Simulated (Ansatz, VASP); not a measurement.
**Zn2GeN3 in VASP and in Ansatz**

```
CELL_PARAMETERS angstrom
2.54073 -4.87169 0.00000
2.54073 4.87169 0.00000
0.00000 0.00000 3.05370
ATOMIC_POSITIONS crystal
Zn 0.00000 0.50000 0.50000
Zn 0.50000 0.00000 0.50000
Ge 0.50000 0.50000 0.00000
N 0.31795 0.68205 0.00000
N 0.68205 0.31795 0.00000
N 0.00000 0.00000 0.50000
```

Change from the starting cell: species swapped into the CeAl2Cu3 type (Cmmm, No. 65).

Alike in both runs: functional PBE; k mesh 8 × 8 × 12; occupations gaussian, width 0.1 eV; no spin polarisation.

Ansatz relaxed the structure, and its values are those at the end. VASP's run is a single point on that final structure, the one shown.

|  | VASP | Ansatz |
| --- | --- | --- |
| version | VASP 6.6.1 | Ansatz 0.2.0 |
| potentials or method | VASP PAW PBE potentials, release 64 (Zn, Ge_d, N), cutoff 520 eV | scalar-relativistic, plane waves, PAW |
| valence electrons in the cell | 53 | 53 |

Ansatz gave:

| Item | Value |
| --- | --- |
| gap on the k mesh at the Fermi level (eV) | none |
| pressure (GPa) | 0.0 |
| rms of the force components (eV/Å) | 0.000 |

Estimate VASP's values.

gap on the k mesh at the Fermi level (eV): none; pressure (GPa): 0.2; rms of the force components (eV/Å): 0.034.

A gap of «none» marks a metal or a gap that the smearing closes. With one functional, cell and mesh, what is left measures potentials, basis and numerics.
